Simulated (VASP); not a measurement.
Here is a VASP 6.6.1 calculation.

File INCAR:

```
SYSTEM = TiO2
ALGO = Normal
EDIFF = 1E-7
ENCUT = 520
GGA = PS
ISIF = 2
ISMEAR = -1
KPAR = 2
LASPH = .True.
LCHARG = .False.
LREAL = .False.
LWAVE = .False.
NBANDS = 33
NELM = 80
PREC = Accurate
SIGMA = 0.05
```

The input KPOINTS:

```
k-points
0
Gamma
  10 10 10
  0 0 0
```

File POSCAR:

```
TiO2
1.0
   -1.8921000000      1.8921000000      4.7573000000
    1.8921000000     -1.8921000000      4.7573000000
    1.8921000000      1.8921000000     -4.7573000000
Ti O
2 4
Direct
    0.7492480000      0.2497380000      0.4942780000
    0.0029960000     -0.0032250000      0.0002190000
    0.7826300000      0.7950910000     -0.0026270000
    0.5414520000      0.0397660000      0.5011680000
    0.9502900000      0.4498680000      0.4760920000
    0.2155060000      0.2096870000      0.0055930000
```

Potentials or basis: VASP PAW PBE potentials, release 64 (Ti_sv, O).

Run with:

```console
$ cat potpaw_PBE.64/Ti_sv/POTCAR potpaw_PBE.64/O/POTCAR > POTCAR
$ mpirun -np 2 vasp_std > vasp.out
```

Task: What does it give for the largest force?

Result: 0.905 eV/Å.

Task: Predict the pressure.

Result: -1.3 GPa.

Task: What does it give for the band gap on the k mesh?

Result: 1.99 eV (least direct gap 2.38 eV).

Forces on the atoms (eV/Å):
```
Ti   0.056  0.053 -0.326
Ti  -0.077 -0.023  0.262
O   -0.618  0.238  0.303
O   -0.152 -0.082  0.329
O    0.763  0.216 -0.436
O    0.028 -0.402 -0.132
```

Caveat: the cell differs from its parent crystal (atoms moved at random); the PAW data sets were made with another functional, which shifts forces and pressure a little. A k mesh can miss the band edges.
